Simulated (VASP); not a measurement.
# Ge (Cmmm) in VASP: single point with RPBE

Aim: the single point of Ge with RPBE.

All numbers are computed with VASP 6.6.1; they aren't measurements. Logs are shortened: lines on timing, memory, paths and dates and some standing lists are left out, and cuts for length are marked.

## 1. The cell of the first run

It takes space group Cmmm (No. 65, orthorhombic). Conventional cell: a = 2.873 Å, b = 5.051 Å, c = 2.741 Å, α = 90.00°, β = 90.00°, γ = 90.00°. Within 3.6 Å of Ge (site symmetry mmm) lie 8 Ge at 2.74 to 2.91 Å.

## 2. Single point, RPBE

INCAR

```
ALGO = Normal
EDIFF = 1E-7
ENCUT = 520
GGA = RP
ISIF = 2
ISMEAR = -1
LASPH = True
LCHARG = False
LREAL = False
LWAVE = False
NBANDS = 13
NELM = 100
PREC = Accurate
SIGMA = 0.05
```

KPOINTS

```
k-points
0
Gamma
  11 11 10
```

POSCAR

```
Ge
1.0
    1.4367319754     -2.5254328470      0.0000000000
    1.4367319754      2.5254328470      0.0000000000
    0.0000000000      0.0000000000      2.7408390432
Ge
1
Direct
    0.5000000000      0.5000000000      0.0000000000
```

Potentials or basis: VASP PAW PBE potentials, release 64 (Ge_d).

Run with:

```
$ cat potpaw_PBE.64/Ge_d/POTCAR > POTCAR
$ mpirun -np 1 vasp_std > vasp.out
```

OUTCAR:

```text
EDIFF = 1E-7
   ENCUT = 520
   GGA = RP
   ISIF = 2
   ISMEAR = -1
   LASPH = True
   LREAL = False
   NELM = 100
   PREC = Accurate

 ion  position               nearest neighbor table
   1  0.500  0.500  0.000-

  LATTYP: Found a base centered orthorhombic cell.
 ALAT       =     2.8734639508
 B/A-ratio  =     1.7577619836
 C/A-ratio  =     0.9538449377

  Lattice vectors:

 A1 = (   1.4367319754,  -2.5254328470,   0.0000000000)
 A2 = (   1.4367319754,   2.5254328470,   0.0000000000)
 A3 = (   0.0000000000,   0.0000000000,   2.7408390432)

Analysis of symmetry for initial positions (statically):
=====================================================================
 Subroutine PRICEL returns:
 Original cell was already a primitive cell.

 Routine SETGRP: Setting up the symmetry group for a
 base centered orthorhombic supercell.

 Subroutine GETGRP returns: Found  8 space group operations
 (whereof  8 operations were pure point group operations)
 out of a pool of  8 trial point group operations.

The static configuration has the point symmetry D_2h.

Analysis of symmetry for dynamics (positions and initial velocities):
=====================================================================
 Subroutine PRICEL returns:
 Original cell was already a primitive cell.

 Routine SETGRP: Setting up the symmetry group for a
 base centered orthorhombic supercell.

 Subroutine GETGRP returns: Found  8 space group operations
 (whereof  8 operations were pure point group operations)
 out of a pool of  8 trial point group operations.

The dynamic configuration has the point symmetry D_2h.

 Subroutine INISYM returns: Found  8 space group operations
 (whereof  8 operations are pure point group operations),
 and found     1 'primitive' translations

----------------------------------------------------------------------------------------

                                     Primitive cell

  volume of cell :      19.8896

  direct lattice vectors                    reciprocal lattice vectors
     1.436731975 -2.525432847  0.000000000     0.348012022 -0.197985862  0.000000000
     1.436731975  2.525432847  0.000000000     0.348012022  0.197985862  0.000000000
     0.000000000  0.000000000  2.740839043     0.000000000  0.000000000  0.364851779

  length of vectors
     2.905513695  2.905513695  2.740839043     0.400388273  0.400388273  0.364851779

  position of ions in fractional coordinates (direct lattice)
     0.500000000  0.500000000  0.000000000

  ion indices of the primitive-cell ions
   primitive index   ion index
                 1           1

----------------------------------------------------------------------------------------

 KPOINTS: k-points

Automatic generation of k-mesh.
 Grid dimensions read from file:
 generate k-points for:   11   11   10

 Generating k-lattice:

  Cartesian coordinates                     Fractional coordinates (reciprocal lattice)
     0.031637457 -0.017998715  0.000000000     0.090909091  0.000000000  0.000000000
     0.031637457  0.017998715  0.000000000     0.000000000  0.090909091  0.000000000
     0.000000000  0.000000000  0.036485178     0.000000000  0.000000000  0.100000000

  Length of vectors
     0.036398934  0.036398934  0.036485178

  Shift w.r.t. Gamma in fractional coordinates (k-lattice)
     0.000000000  0.000000000  0.000000000

 Subroutine IBZKPT returns following result:
 ===========================================

 Found    216 irreducible k-points:

 Following reciprocal coordinates:
            Coordinates               Weight
  0.000000  0.000000  0.000000      1.000000
  0.090909  0.000000  0.000000      4.000000
  0.181818  0.000000  0.000000      4.000000
  0.272727 -0.000000  0.000000      4.000000
  0.363636  0.000000  0.000000      4.000000
  0.454545  0.000000  0.000000      4.000000
[... 16 lines left out ...]
 -0.272727  0.181818  0.000000      4.000000
 -0.181818  0.181818  0.000000      2.000000
 [... further k-points ...]
   k-points           NKPTS =    216   k-points in BZ     NKDIM =    216   number of bands    NBANDS=     13
   number of dos      NEDOS =    301   number of ions     NIONS =      1
   total plane-waves  NPLWV =  11520
   dimension x,y,z NGX =    24 NGY =   24 NGZ =   20
   dimension x,y,z NGXF=    48 NGYF=   48 NGZF=   40
   ions per type =               1
   NGX,Y,Z   is equivalent  to a cutoff of  13.73, 13.73, 12.13 a.u.
   NGXF,Y,Z  is equivalent  to a cutoff of  27.46, 27.46, 24.26 a.u.
 SYSTEM =  unknown system
   PREC   = accura    normal or accurate (medium, high low for compatibility)
   ISTART =      0    job   : 0-new  1-cont  2-samecut
   ICHARG =      2    charge: 1-file 2-atom 10-const
   ISPIN  =      1    spin polarized calculation?
   LNONCOLLINEAR =      F non collinear calculations
   LSORBIT =      F    spin-orbit coupling
   LASPH  =      T    aspherical Exc in radial PAW
   ENCUT  =  520.0 eV  38.22 Ry    6.18 a.u.   5.40  5.40  5.10*2*pi/ulx,y,z
   NELM   =    100;   NELMIN=  2; NELMDL= -5     # of ELM steps
   EDIFF  = 0.1E-06   stopping-criterion for ELM
   LREAL  =      F    real-space projection
   EDIFFG = 0.1E-05   stopping-criterion for IOM
   NSW    =      0    number of steps for IOM
   IBRION =     -1    ionic relax: 0-MD 1-quasi-New 2-CG
   NFREE  =      0    steps in history (QN), initial steepest desc. (CG)
   ISIF   =      2    stress and relaxation
   ISYM   =      2    0-nonsym 1-usesym 2-fastsym
   POTIM  = 0.5000    time-step for ionic-motion
   TEBEG  =    0.0;   TEEND  =   0.0 temperature during run
   PSTRESS=    0.0 pullay stress
   NELECT =      14.0000    total number of electrons
   NUPDOWN=      -1.0000    fix difference up-down
   EMIN   =  10.00;   EMAX   =-10.00  energy-range for DOS
   EFERMI =   0.00;   METHOD = LEGACY
   ISMEAR =    -1;   SIGMA  =   0.05  broadening in eV -4-tet -1-fermi 0-gaus
   EFERMI_NEDOS =   21; number of points for ismear=-14 and -15
   IALGO  =     38    algorithm
   IMIX   =      4    mixing-type and parameters
     AMIX     =   0.40;   BMIX     =  1.00
     AMIX_MAG =   1.60;   BMIX_MAG =  1.00
  volume/ion in A,a.u.               =      19.89       134.22
  Fermi-wavevector in a.u.,A,eV,Ry     =   1.456272  2.751955 28.854255  2.120728
  Thomas-Fermi vector in A             =   2.573209
   LORBIT       =      0    0 simple, 1 ext, 2 COOP (PROOUT), +10 PAW based schemes
   GGA     = RP    functional components
   LHFCALC =     F    Hartree Fock is set to
   AEXX    =    0.0000 exact exchange contribution
   IVDW    =     0    specifies the selected vdW correction
   LEPSILON=     F    determine dielectric tensor
   LRPA    =     F    only Hartree local field effects (RPA)
 non-spin polarized calculation
  energy-cutoff  :      520.00
  volume of cell :       19.89
 maximum number of plane-waves:       551
 NGX is ok and might be reduce to    24
   NGX = 11   NGY = 11   NGZ = 11

 number of electron      13.9999997 magnetization

 Free energy of the ion-electron system (eV)
  ---------------------------------------------------
  ext. energy  EPLUGINS =         0.00000000
  ---------------------------------------------------
  free energy    TOTEN  =        -3.90749732 eV

  energy without entropy =       -3.90303413  energy(sigma->0) =       -3.90526573

 E-fermi :   6.2115     XC(G=0): -10.8623

 val. band max:        6.2112845175   @ k =   0.4545   0.2727   0.3000
 cond. band min:       6.2363172807   @ k =   0.2727   0.2727   0.3000
 fundamental gap:      0.0250327632
 Fermi energy:         6.2115303931

 k-point     1 :       0.0000    0.0000    0.0000
  band No.  band energies     occupation
      1     -18.5874      2.00000
      2     -18.5415      2.00000
      3     -18.5313      2.00000
      4     -18.3964      2.00000
      5     -18.3917      2.00000
      6      -6.5506      2.00000
      7      12.4060      0.00000
      8      14.1735      0.00000
      9      14.4475      0.00000
     10      15.9792      0.00000
     11      19.8793      0.00000
     12      20.3598      0.00000
     13      20.6266      0.00000

 k-point     2 :       0.0909    0.0000    0.0000
  band No.  band energies     occupation
      1     -18.5826      2.00000
      2     -18.5374      2.00000
      3     -18.5278      2.00000
      4     -18.3983      2.00000
      5     -18.3945      2.00000
      6      -6.3560      2.00000
      7      12.5397      0.00000
      8      12.5944      0.00000
      9      13.6321      0.00000
     10      16.3884      0.00000
     11      18.4076      0.00000
     12      20.9621      0.00000
     13      21.8099      0.00000

 k-point     3 :       0.1818    0.0000    0.0000
  band No.  band energies     occupation
      1     -18.5742      2.00000
      2     -18.5358      2.00000
      3     -18.5047      2.00000
      4     -18.4073      2.00000
      5     -18.3984      2.00000
      6      -5.7729      2.00000
      7       9.4659      0.00000
      8      12.4694      0.00000
      9      13.1475      0.00000
     10      16.2203      0.00000
     11      17.5813      0.00000
     12      23.2041      0.00000
     13      24.1516      0.00000
[... 305 lines left out ...]
 k-point    23 :      -0.2727    0.1818    0.0000
  band No.  band energies     occupation
      1     -18.5684      2.00000
      2     -18.5398      2.00000
      3     -18.4818      2.00000
      4     -18.4170      2.00000
      5     -18.3981      2.00000
      6      -5.2213      2.00000
      7       7.6714      0.00000
      8      10.6934      0.00000
      9      13.6497      0.00000
     10      17.3178      0.00000
     11      18.3835      0.00000
     12      22.4969      0.00000
     13      27.5207      0.00000

 k-point    24 :      -0.1818    0.1818    0.0000
  band No.  band energies     occupation
      1     -18.5760      2.00000
      2     -18.5408      2.00000
      3     -18.5001      2.00000
      4     -18.4099      2.00000
      5     -18.3948      2.00000
      6      -5.7920      2.00000
      7       9.2157      0.00000
      8      12.7659      0.00000
      9      13.1266      0.00000
     10      16.3317      0.00000
     11      17.6891      0.00000
     12      23.5058      0.00000
     13      24.0941      0.00000

 [... further k-points ...]

------------------------ aborting loop because EDIFF is reached ----------------------------------------

  FORCE on cell =-STRESS in cart. coord.  units (eV):
  Direction    XX          YY          ZZ          XY          YZ          ZX
  --------------------------------------------------------------------------------------
  -------------------------------------------------------------------------------------
  Total        0.0001625      0.0010671      0.0006368      0.0000000      0.0000000      0.0000000
  in kB        0.0130863      0.0859625      0.0512995      0.0000000      0.0000000      0.0000000
  external PRESSURE =       0.0501161 kB  Pullay stress =       0.0000000 kB

 VOLUME and BASIS-vectors are now :
 -----------------------------------------------------------------------------
  energy-cutoff  :      520.00
  volume of cell :       19.89
      direct lattice vectors                 reciprocal lattice vectors
     1.436731975 -2.525432847  0.000000000     0.348012022 -0.197985862  0.000000000
     1.436731975  2.525432847  0.000000000     0.348012022  0.197985862  0.000000000
     0.000000000  0.000000000  2.740839043     0.000000000  0.000000000  0.364851779

 POSITION                                       TOTAL-FORCE (eV/Angst)
 -----------------------------------------------------------------------------------
      1.43673      0.00000      0.00000         0.000000     -0.000000      0.000000
 -----------------------------------------------------------------------------------
    total drift:                               -0.000000     -0.000000     -0.000000

  FREE ENERGIE OF THE ION-ELECTRON SYSTEM (eV)
  ---------------------------------------------------
  free  energy   TOTEN  =        -3.9074973177 eV

  energy  without entropy=       -3.9030341326  energy(sigma->0) =       -3.90526573
```

Wall time 79 s (1 thread of Intel Xeon 8259CL, shared host); peak memory 0.17 GiB.

Results:

- Free energy: -3.9075 eV
- Pressure: 0.0 GPa
- Band gap on the k mesh: zero (bands 7 and 8 overlap by 8.58 eV)

Levels at points of the mesh, in eV from the Fermi level:
| k point | band 4 | band 5 | band 6 | band 7 | band 8 | band 9 | band 10 | band 11 |
| --- | --- | --- | --- | --- | --- | --- | --- | --- |
| (0.00, 0.00, 0.00) | -24.61 | -24.60 | -12.76 | 6.19 | 7.96 | 8.24 | 9.77 | 13.67 |
| (0.00, 0.00, 0.50) | -24.66 | -24.63 | -9.23 | -5.61 | 10.60 | 10.88 | 16.44 | 16.85 |

Caveat: the PAW data sets were made with another functional, which shifts forces and pressure a little.

The gap in the log of VASP goes by the Fermi energy; the results here count the filled bands.